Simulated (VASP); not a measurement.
# Au (P6_3/mmc) in VASP: vibrations by perturbation theory with PBEsol

Aim: the vibrations by perturbation theory of Au with PBEsol.

Everything below comes from runs of VASP 6.6.1. Logs are shortened: lines on timing, memory, paths and dates and some standing lists are left out, and cuts for length are marked.

### 1 The cell of the first run

It takes space group P6_3/mmc (No. 194, hexagonal). Conventional cell: a = 2.900 Å, b = 2.900 Å, c = 4.880 Å, α = 90.00°, β = 90.00°, γ = 120.00°. Au (site symmetry -6m2) has 12 Au at 2.90 to 2.96 Å within 3.8 Å.

### 2 Vibrations by perturbation theory, PBEsol

Input file INCAR:

```
ALGO     = Fast           # electronic algorithm
EDIFF    = 1E-8           # SCF threshold, eV
ENCUT    = 520            # plane-wave cutoff, eV
GGA      = PS             # functional
IBRION   = 8              # ionic algorithm
ISIF     = 2              # what is computed and relaxed
ISMEAR   = -1             # smearing method
LASPH    = T              # aspherical terms in the spheres
LCHARG   = F              # write CHGCAR
LREAL    = F              # projectors in reciprocal space
LWAVE    = F              # write WAVECAR
NELM     = 80             # most SCF steps
NSW      = 1              # ionic steps
PREC     = Accurate       # precision mode
SIGMA    = 0.05           # smearing width, eV
```

Input file KPOINTS:

```
k-points
0
Gamma
  10 10 6
```

Input file POSCAR:

```
Au
1.0
    2.9000000000      0.0000000000      0.0000000000
   -1.4500000000      2.5114736710      0.0000000000
    0.0000000000      0.0000000000      4.8800000000
Au
2
Direct
    0.6666666667      0.3333333333      0.2500000000
    0.3333333333      0.6666666667      0.7500000000
```

Potentials or basis: VASP PAW PBE potentials, release 64 (Au).

Run with:

```bash
> cat potpaw_PBE.64/Au/POTCAR > POTCAR
> mpirun -np 1 vasp_std > vasp.out
```

OUTCAR:

```text
EDIFF = 1E-8
   ENCUT = 520
   GGA = PS
   IBRION = 8
   ISIF = 2
   ISMEAR = -1
   LASPH = T
   LREAL = F
   NELM = 80
   NSW = 1
   PREC = Accurate

 ion  position               nearest neighbor table
   1  0.667  0.333  0.250-   2 2.96   2 2.96   2 2.96   2 2.96   2 2.96   2 2.96
   2  0.333  0.667  0.750-   1 2.96   1 2.96   1 2.96   1 2.96   1 2.96   1 2.96

  LATTYP: Found a hexagonal cell.
 ALAT       =     2.9000000000
 C/A-ratio  =     1.6827586207

  Lattice vectors:

 A1 = (   2.9000000000,   0.0000000000,   0.0000000000)
 A2 = (  -1.4500000000,   2.5114736710,   0.0000000000)
 A3 = (   0.0000000000,   0.0000000000,   4.8800000000)

Analysis of symmetry for initial positions (statically):
=====================================================================
 Subroutine PRICEL returns:
 Original cell was already a primitive cell.

 Routine SETGRP: Setting up the symmetry group for a
 hexagonal supercell.

 Subroutine GETGRP returns: Found 24 space group operations
 (whereof 12 operations were pure point group operations)
 out of a pool of 24 trial point group operations.

The static configuration has the point symmetry D_3d.
 The point group associated with its full space group is D_6h.

Analysis of symmetry for dynamics (positions and initial velocities):
=====================================================================
 Subroutine PRICEL returns:
 Original cell was already a primitive cell.

 Routine SETGRP: Setting up the symmetry group for a
 hexagonal supercell.

 Subroutine GETGRP returns: Found 24 space group operations
 (whereof 12 operations were pure point group operations)
 out of a pool of 24 trial point group operations.

The dynamic configuration has the point symmetry D_3d.
 The point group associated with its full space group is D_6h.

 Subroutine INISYM returns: Found 24 space group operations
 (whereof 12 operations are pure point group operations),
 and found     1 'primitive' translations

----------------------------------------------------------------------------------------

                                     Primitive cell

  volume of cell :      35.5424

  direct lattice vectors                    reciprocal lattice vectors
     2.900000000  0.000000000  0.000000000     0.344827586  0.199086300  0.000000000
    -1.450000000  2.511473671  0.000000000     0.000000000  0.398172599  0.000000000
     0.000000000  0.000000000  4.880000000     0.000000000  0.000000000  0.204918033

  length of vectors
     2.900000000  2.900000000  4.880000000     0.398172599  0.398172599  0.204918033

  position of ions in fractional coordinates (direct lattice)
     0.666666667  0.333333333  0.250000000
     0.333333333  0.666666667  0.750000000

  ion indices of the primitive-cell ions
   primitive index   ion index
                 1           1
                 2           2

----------------------------------------------------------------------------------------

 KPOINTS: k-points

Automatic generation of k-mesh.
 Grid dimensions read from file:
 generate k-points for:   10   10    6

 Generating k-lattice:

  Cartesian coordinates                     Fractional coordinates (reciprocal lattice)
     0.034482759  0.019908630  0.000000000     0.100000000  0.000000000  0.000000000
     0.000000000  0.039817260  0.000000000     0.000000000  0.100000000  0.000000000
     0.000000000  0.000000000  0.034153005     0.000000000  0.000000000  0.166666667

  Length of vectors
     0.039817260  0.039817260  0.034153005

  Shift w.r.t. Gamma in fractional coordinates (k-lattice)
     0.000000000  0.000000000  0.000000000

 Subroutine IBZKPT returns following result:
 ===========================================
[... 88 lines left out ...]

 number of electron      22.0000001 magnetization

 Free energy of the ion-electron system (eV)
  ---------------------------------------------------
  ext. energy  EPLUGINS =         0.00000000
  ---------------------------------------------------
  free energy    TOTEN  =        -7.77868206 eV

  energy without entropy =       -7.76967705  energy(sigma->0) =       -7.77417955

 E-fermi :   8.5971     XC(G=0): -12.6364

 val. band max:        8.5550096824   @ k =   0.1000   0.1000   0.1667
 cond. band min:       8.6494111876   @ k =   0.4000   0.1000   0.3333
 fundamental gap:      0.0944015052
 Fermi energy:         8.5971128390

 k-point     1 :       0.0000    0.0000    0.0000
  band No.  band energies     occupation
      1      -0.8908      2.00000
      2       1.5433      2.00000
      3       3.9564      2.00000
      4       4.2371      2.00000
      5       4.2371      2.00000
      6       4.5258      2.00000
      7       4.5258      2.00000
      8       5.1922      2.00000
      9       5.1922      2.00000
     10       6.4617      2.00000
     11       6.4617      2.00000
     12       7.5609      2.00000
     13      11.0279      0.00000
     14      23.1763      0.00000
[... 401 lines left out ...]
      2       2.3589      2.00000
      3       3.0124      2.00000
      4       3.6209      2.00000
      5       4.2168      2.00000
      6       4.8593      2.00000
      7       5.4289      2.00000
      8       6.3228      2.00000
      9       6.5125      2.00000
     10       6.7679      2.00000
     11       8.5120      1.69158
     12      11.1402      0.00000
     13      12.7761      0.00000
     14      15.2543      0.00000
     15      17.2684      0.00000

 [... further k-points ...]

------------------------ aborting loop because EDIFF is reached ----------------------------------------

  FORCE on cell =-STRESS in cart. coord.  units (eV):
  Direction    XX          YY          ZZ          XY          YZ          ZX
  --------------------------------------------------------------------------------------
  -------------------------------------------------------------------------------------
  Total       -1.3025688     -1.3025688     -1.6698538      0.0000000     -0.0000000     -0.0000000
  in kB      -58.7171291    -58.7171291    -75.2735812      0.0000000     -0.0000000     -0.0000000
  external PRESSURE =     -64.2359465 kB  Pullay stress =       0.0000000 kB

 VOLUME and BASIS-vectors are now :
 -----------------------------------------------------------------------------
  energy-cutoff  :      520.00
  volume of cell :       35.54
      direct lattice vectors                 reciprocal lattice vectors
     2.900000000  0.000000000  0.000000000     0.344827586  0.199086300  0.000000000
    -1.450000000  2.511473671  0.000000000     0.000000000  0.398172599  0.000000000
     0.000000000  0.000000000  4.880000000     0.000000000  0.000000000  0.204918033

 POSITION                                       TOTAL-FORCE (eV/Angst)
 -----------------------------------------------------------------------------------
      1.45000      0.83716      1.22000         0.000000      0.000000      0.000000
     -0.00000      1.67432      3.66000        -0.000000      0.000000      0.000000
 -----------------------------------------------------------------------------------
    total drift:                                0.000000     -0.000000      0.000000

  FREE ENERGIE OF THE ION-ELECTRON SYSTEM (eV)
  ---------------------------------------------------
  free  energy   TOTEN  =        -7.7786820595 eV

  energy  without entropy=       -7.7696770495  energy(sigma->0) =       -7.77417955

[... ionic steps 2 to 3 ...]

--------------------------------------- Ionic step        4  -------------------------------------------

------------------------ aborting loop because EDIFF is reached ----------------------------------------

[... ionic steps 5 to 5 ...]

--------------------------------------- Ionic step        6  -------------------------------------------

 Free energy of the ion-electron system (eV)
  ---------------------------------------------------
  ---------------------------------------------------
  free energy    TOTEN  =        -0.31369410 eV

  energy without entropy =       -0.31369410

------------------------ aborting loop because EDIFF is reached ----------------------------------------

 INTERNAL STRAIN TENSOR  FOR ION    1  DIRECTION 3   (eV/Angst):
 -----------------------------------------------------------------------------
    -0.01484  0.00000  0.00000
     0.00000 -0.01484  0.00000
     0.00000  0.00000  0.03738

 INTERNAL STRAIN TENSOR FOR ION    2 for displacements in x,y,z  (eV/Angst):
          X           Y           Z          XY          YZ          ZX
  --------------------------------------------------------------------------------
  x    -0.00000    -0.00000     0.00000    -0.36893     0.00000     0.00000
  y    -0.36893     0.36893     0.00000     0.00000     0.00000     0.00000
  z     0.00000     0.00000     0.00000     0.00000     0.00000     0.00000

 SECOND DERIVATIVES (NOT SYMMETRIZED)
 ------------------------------------
               1X          1Y          1Z          2X          2Y          2Z
  1X    -0.453714    0.000000    0.000000    0.453714    0.000000    0.000000
  1Y     0.000000   -0.453714    0.000000    0.000000    0.453714    0.000000
  1Z     0.000000    0.000000   -5.847465    0.000000   -0.000000    5.847465
  2X     0.453714    0.000000    0.000000   -0.453714    0.000000    0.000000
  2Y     0.000000    0.453714    0.000000    0.000000   -0.453714    0.000000
  2Z     0.000000   -0.000000    5.847465    0.000000    0.000000   -5.847465

 Eigenvectors and eigenvalues of the dynamical matrix
 ----------------------------------------------------

   1 f  =    3.809377 THz    23.935019 2PiTHz  127.067124 cm-1    15.754308 meV
             X         Y         Z           dx          dy          dz
      1.450000  0.837158  1.220000     0.000000   -0.000000    0.707107
     -0.000000  1.674316  3.660000     0.000000   -0.000000   -0.707107
[... 21 lines left out ...]
   6 f  =    0.000000 THz     0.000000 2PiTHz    0.000000 cm-1     0.000000 meV
             X         Y         Z           dx          dy          dz
      1.450000  0.837158  1.220000     0.707107    0.000000    0.000000
     -0.000000  1.674316  3.660000     0.707107    0.000000    0.000000

--------------------------------------------------------------------------------------------------------

 ELASTIC MODULI CONTR FROM IONIC RELAXATION (kBar)
 Direction    XX          YY          ZZ          XY          YZ          ZX
 --------------------------------------------------------------------------------
 XX         -13.5231     13.5231      0.0000     -0.0000     -0.0000      0.0000
 YY          13.5231    -13.5231     -0.0000     -0.0000      0.0000      0.0000
 ZZ           0.0000     -0.0000     -0.0000     -0.0000     -0.0000      0.0000
 XY          -0.0000     -0.0000     -0.0000    -13.5231      0.0000      0.0000
 YZ          -0.0000      0.0000     -0.0000      0.0000     -0.0000      0.0000
 ZX           0.0000      0.0000      0.0000      0.0000      0.0000      0.0000
 --------------------------------------------------------------------------------
```

Run time: 1.9 min. Hardware: 1 thread of Intel Xeon Platinum 8559C (Emerald Rapids), shared host; peak memory 0.33 GiB.

What came out:

* Highest phonon frequency at Γ: 127 cm⁻¹

Phonon frequencies in cm⁻¹ (negative: imaginary):
```csv
q point,frequencies
"(0.000, 0.000, 0.000)",0 0 0 35 35 127
```

Caveat: the cell wasn't relaxed at this level first, which shifts response properties; the PAW data sets were made with another functional, which shifts forces and pressure a little; spin-orbit coupling is left out, which moves the levels of the heavy elements.
